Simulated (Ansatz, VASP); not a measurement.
# TiO in VASP and in Ansatz

Contents of INCAR:

```
PREC = Accurate
ENCUT = 520
EDIFF = 1E-6
ISMEAR = 0
SIGMA = 0.15
LREAL = False
LASPH = True
NELM = 80
ALGO = Normal
ISIF = 2
LWAVE = False
LCHARG = False
GGA = PS
NBANDS = 36
```

File KPOINTS:

```
Automatic mesh
0
Gamma
  14 14 14
```

The input POSCAR:

```
TiO
1.0
    3.7956767487      0.0000000000      0.0000000000
    0.0000000000      3.7956767487      0.0000000000
    0.0000000000      0.0000000000      4.5548120985
Ti O
3 3
Direct
    0.5000000000      0.5000000000      0.0000000000
    0.0000000000      0.5000000000      0.5000000000
    0.5000000000      0.0000000000      0.5000000000
    0.0000000000      0.5000000000      0.0000000000
    0.5000000000      0.0000000000      0.0000000000
    0.0000000000      0.0000000000      0.5000000000
```

Input for Ansatz:

```yaml
crystal:
  lattice:
    - [3.7956767487, 0.0, 0.0]
    - [0.0, 3.7956767487, 0.0]
    - [0.0, 0.0, 4.5548120985]
  atoms:
    - { symbol: Ti, position: [0.5, 0.5, 0.0] }
    - { symbol: Ti, position: [0.0, 0.5, 0.5] }
    - { symbol: Ti, position: [0.5, 0.0, 0.5] }
    - { symbol: O, position: [0.0, 0.5, 0.0] }
    - { symbol: O, position: [0.5, 0.0, 0.0] }
    - { symbol: O, position: [0.0, 0.0, 0.5] }
basis:
  ecutwfc: 420
kpoints:
  mp_grid: { grid: [14, 14, 14] }
hamiltonian:
  xc: pbesol
scf:
  occupations: { method: gaussian, width: 0.15 }
output:
  forces: true
  stress: true
  eigenvalues: true
```

Alike in both runs: task single point; functional PBEsol; k mesh 14 × 14 × 14; occupations gaussian, width 0.15 eV; no spin polarisation.

|  | VASP | Ansatz |
| --- | --- | --- |
| version | VASP 6.6.1 | Ansatz 0.2.0 |
| potentials or method | VASP PAW PBE potentials, release 64 (Ti_sv, O), cutoff 520 eV | scalar-relativistic, plane waves, PAW |
| valence electrons in the cell | 54 | 54 |

Ansatz gave:

- gap on the k mesh at the Fermi level (eV): none
- pressure (GPa): 12.1
- traceless stress, the component that is largest in VASP (GPa): -32.18

Question: Estimate VASP's values.

Answer: gap on the k mesh at the Fermi level (eV): none; pressure (GPa): 12.6; traceless stress, the component that is largest in VASP (GPa): -32.67.

VASP's potentials were made for PBE, not for PBEsol. A gap of «none» marks a metal or a gap that the smearing closes. The functional is the same, so the differences come from potentials, cutoffs and numerics.
